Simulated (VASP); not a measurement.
Ag: single point with r2SCAN

The system is Ag.

```
Ag
1.0
     0.00000    2.35989    2.05208
     2.35989    0.00000    2.05208
     2.35989    2.35989    0.00000
Ag
1
Direct
  0.00000 0.00000 0.00000
```

This cell differs from its parent crystal: strain +0.1500 x Voigt [1, 1, 0, 0, 0, 0].

| Quantity | Value |
| --- | --- |
| Program | VASP 6.6.1 |
| Task | single point |
| Functional | r2SCAN |
| Potentials or basis | VASP PAW PBE potentials, release 64 (Ag) |
| Cutoff | 520 eV |
| k mesh | 26 × 26 × 26 |
| Occupations | gaussian, width 0.15 eV |
| Spin | no spin polarisation |
| Dipole correction | no |
| Further INCAR settings | ALGO = Normal; EDIFF = 1e-07; NBANDS = 12 |

```yaml
Pressure: -12.9 GPa
```

Stress tensor (GPa, compression positive):
```
-13.11   0.00   0.00
  0.00 -13.11   0.00
  0.00   0.00 -12.42
```

Levels at points of the mesh, in eV from the Fermi level:
```tsv
k point	band 3	band 4	band 5	band 6	band 7	band 8	band 9	band 10
(0.00, 0.00, 0.00)	-4.50	-4.04	-4.02	-3.56	15.84	17.44	17.44	17.96
(0.50, 0.00, 0.00)	-4.11	-3.41	-3.15	0.35	2.29	13.81	13.96	18.21
(0.50, 0.50, 0.00)	-3.28	-3.13	-3.13	3.35	6.86	8.10	8.10	12.65
(0.50, 0.00, 0.50)	-3.36	-3.35	-3.02	1.30	3.92	10.31	10.48	15.23
```

It took 20 min on 1 thread of Oxide Virtual Turin-like Processor, on a shared host, peak memory 0.41 GiB.

Caveat: the cell differs from its parent crystal (strain +0.1500 x Voigt [1, 1, 0, 0, 0, 0]); the PAW data sets were made with another functional, which shifts forces and pressure a little.
